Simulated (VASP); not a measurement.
Write the native input for VASP 6.6.1 that does the following.

```yaml
Task: single point
Functional: PBEsol
Potentials_or_basis: VASP PAW PBE potentials, release 64 (Cl)
Cutoff: 520 eV
k_mesh: 8 × 8 × 4
Occupations: gaussian, width 0.02 eV
Spin: no spin polarisation
Dipole_correction: no
Further_INCAR_settings: ALGO = Normal; EDIFF = 1e-06; NBANDS = 22
```

The structure of Cl lies in POSCAR:

```
Cl
1.0
    3.1209360000     -2.1642432000      0.0000000000
    3.1209360000      2.1642432000      0.0000000000
    0.0000000000      0.0000000000      8.0487092000
Cl
4
Direct
    0.0743503721      0.9256496279      0.1022465957
    0.5743503721      0.4256496279      0.3977534043
    0.9256496279      0.0743503721      0.8977534043
    0.4256496279      0.5743503721      0.6022465957
```

This cell differs from its parent crystal: strained.

These files were run (other wordings do the same):

INCAR

```
SYSTEM = Cl
ALGO = Normal ; EDIFF = 1E-6
ENCUT = 520 ; GGA = PS
ISIF = 2 ; ISMEAR = 0
LASPH = .True. ; LCHARG = .False.
LREAL = .False. ; LWAVE = .False.
NBANDS = 22 ; NELM = 80
PREC = Accurate ; SIGMA = 0.02
```

KPOINTS

```
k-points
0
Gamma
  8 8 4
  0 0 0
```

Potentials or basis: VASP PAW PBE potentials, release 64 (Cl).

The run is started by

```console
$ cat potpaw_PBE.64/Cl/POTCAR > POTCAR
$ mpirun -np 1 vasp_std > vasp.out
```

Results of the run:

```json
{
 "Pressure": "13.1 GPa",
 "Largest force": "7.285 eV/Å",
 "Band gap on the k mesh": "3.68 eV, indirect (the least direct gap lies 2.3 meV higher)"
}
```

Caveat: the cell differs from its parent crystal (strained); the PAW data sets were made with another functional, which shifts forces and pressure a little.

Run time: 100 s on 1 thread of Intel(R) Xeon(R) Platinum 8259CL CPU @ 2.50GHz (Skylake/Cascade Lake), with other jobs on the host, peak memory 0.25 GiB.
